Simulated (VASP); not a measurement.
BaTiO3:

```
Ba Ti O
1.0
     2.82737    1.63238    2.31839
    -2.82737    1.63238    2.31839
     0.00000   -3.26476    2.31839
Ba Ti O
1 1 3
Direct
  0.00000 0.00000 0.00000
  0.48450 0.48450 0.48450
  0.50860 0.50860 0.01750
  0.01750 0.50860 0.50860
  0.50860 0.01750 0.50860
```

Program: VASP 6.6.1. Alike in all runs: task single point; potentials or basis VASP PAW PBE potentials, release 64 (Ba_sv, Ti_sv, O); no spin polarisation; cell as given; k mesh 6 × 6 × 6; cutoff (eV) 520; smearing gaussian 0.01 eV.

Order these runs on this cell by their pressure, lowest first.
A. level PBEsol
B. level PBEsol+U; U Ti d U = 6.0 eV
C. level PBEsol+U; U Ti d U = 3.0 eV

A (0.6 GPa), C (3.3 GPa), B (6.1 GPa).

Caveats: the PAW data sets were made with another functional, which shifts forces and pressure a little.
